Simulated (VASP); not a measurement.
Ba2B5:

```xyz
7
Lattice="4.0835 0.0000 0.0000 -2.0417 3.5364 0.0000 0.0000 0.0000 7.9138" Properties=species:S:1:pos:R:3 pbc="T T T"
Ba    0.0000    0.0000    5.7256
Ba    0.0000    0.0000    2.1882
B     2.0417    0.0000    3.9569
B    -1.0209    1.7682    3.9569
B     1.0209    1.7682    3.9569
B     0.0000    0.0000    0.0000
B     0.0000    0.0000    3.9569
```

```yaml
Program: VASP 6.6.1
Task: relaxation of cell and atoms
Functional: PBE
Potentials_or_basis: VASP PAW PBE potentials, release 64 (Ba_sv, B)
Cutoff: 600 eV
k_mesh: 6 × 6 × 2
Occupations: gaussian, width 0.1 eV
Spin: no spin polarisation
```

At the start: pressure 37.5 GPa; volume 16.33 Å³/atom.

**Question.** Where does the relaxation end?

**Answer.** Over 25 steps the energy falls by 1908.9 meV/atom and the volume is 18.29 Å³/atom (+12.0 %); space group P6/mmm (No. 191, to 0.05 Å).

Step by step:
```
step  energy change (eV)  largest force (eV/Å)  pressure (GPa)  volume (Å³)
   1              0.0000               16.5186           37.52       114.28
   2             -8.5513                3.7316           -4.82       175.53
   3             -8.5829                3.7263           -4.65       175.80
   4            -11.7291                1.0364           -3.85       160.66
   5            -11.9794                0.3983           -1.78       155.76
   6            -11.9829                0.3438           -1.53       155.26
   7            -12.0399                0.5069           -0.23       150.34
   8            -12.0614                0.6918            1.16       145.60
   9            -12.1035                0.7371            0.98       144.73
  10            -12.2262                0.9181            0.40       142.05
  11            -12.5022                1.4252           -0.79       136.33
  12            -12.8153                1.3116            0.73       123.45
  13            -12.8369                1.7476           -0.71       127.12
  14            -12.8424                1.5545            0.28       124.87
  15            -12.8702                1.4007            0.49       124.38
  16            -12.8983                0.8499            1.17       122.91
  17            -12.9416                0.8108            1.17       123.10
  18            -13.0582                0.6683            0.99       123.63
  19            -13.2278                0.4537            0.44       124.65
  20            -13.3475                0.1793            0.79       126.42
  21            -13.3488                0.2052            0.73       126.28
  22            -13.3534                0.1875            0.42       126.94
  23            -13.3579                0.1468           -0.29       128.50
  24            -13.3597                0.1133           -0.22       128.38
  25            -13.3623                0.0114           -0.01       128.04
```

Final structure:
```cif
data_structure
_symmetry_space_group_name_H-M 'P 1'
_symmetry_Int_Tables_number 1
_cell_length_a 3.6054
_cell_length_b 3.6054
_cell_length_c 11.3737
_cell_angle_alpha 90.000
_cell_angle_beta 90.000
_cell_angle_gamma 120.000
_cell_volume 128.04
loop_
_atom_site_label
_atom_site_type_symbol
_atom_site_fract_x
_atom_site_fract_y
_atom_site_fract_z
_atom_site_occupancy
Ba1 Ba 0.00000 0.00000 0.74833 1
Ba2 Ba 0.00000 0.00000 0.25167 1
B1 B 0.50000 0.00000 0.50000 1
B2 B 0.00000 0.50000 0.50000 1
B3 B 0.50000 0.50000 0.50000 1
B4 B 0.00000 0.00000 0.00000 1
B5 B 0.00000 0.00000 0.50000 1
```

Caveat: the k points lie up to 0.34 Å⁻¹ apart in the final cell.
